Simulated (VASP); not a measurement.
Input of a VASP 6.6.1 run:

The input INCAR:

```
PREC     = Accurate       # precision mode
ENCUT    = 520            # plane-wave cutoff, eV
EDIFF    = 1E-6           # SCF threshold, eV
ISMEAR   = 0              # smearing method
SIGMA    = 0.15           # smearing width, eV
LREAL    = False          # projectors in reciprocal space
LASPH    = True           # aspherical terms in the spheres
NELM     = 60             # most SCF steps
ALGO     = Normal         # electronic algorithm
ISIF     = 2              # what is computed and relaxed
LWAVE    = False          # write WAVECAR
LCHARG   = True           # write CHGCAR
GGA      = PS             # functional
LELF     = True           # ELF
LVHAR    = True         
NBANDS   = 12             # bands
```

The input KPOINTS:

```
regular mesh
0
Gamma
  18 18 18
```

POSCAR

```
P
1.0
   -1.7591704448      2.6157716388      1.9333019012
    1.7591704448     -2.6157716388      1.9333019012
    1.7591704448      2.6157716388     -1.9333019012
P
2
Direct
    0.8033091100      0.0533091100      0.7500000000
    0.1966908900      0.9466908900      0.2500000000
```

Potentials or basis: VASP PAW PBE potentials, release 64 (P).

Launch:

```console
$ cat potpaw_PBE.64/P/POTCAR > POTCAR
$ mpirun -np 1 vasp_std > vasp.out
```

Task: Predict the band gap on the k mesh.

Result: Zero (bands 5 and 6 overlap by 0.93 eV).

Task: What does it give for the pressure?

Result: -10.0 GPa.

Task: What does it give for the largest force?

Result: 0.382 eV/Å.

Forces in eV/Å, atoms in the order of the input:
```
P    0.000  0.000  0.382
P    0.000  0.000 -0.382
```

Caveat: the cell differs from its parent crystal (strain +0.040 along x and y, +0.040 along z); the cell stands under tension; the PAW data sets were made with another functional, which shifts forces and pressure a little.
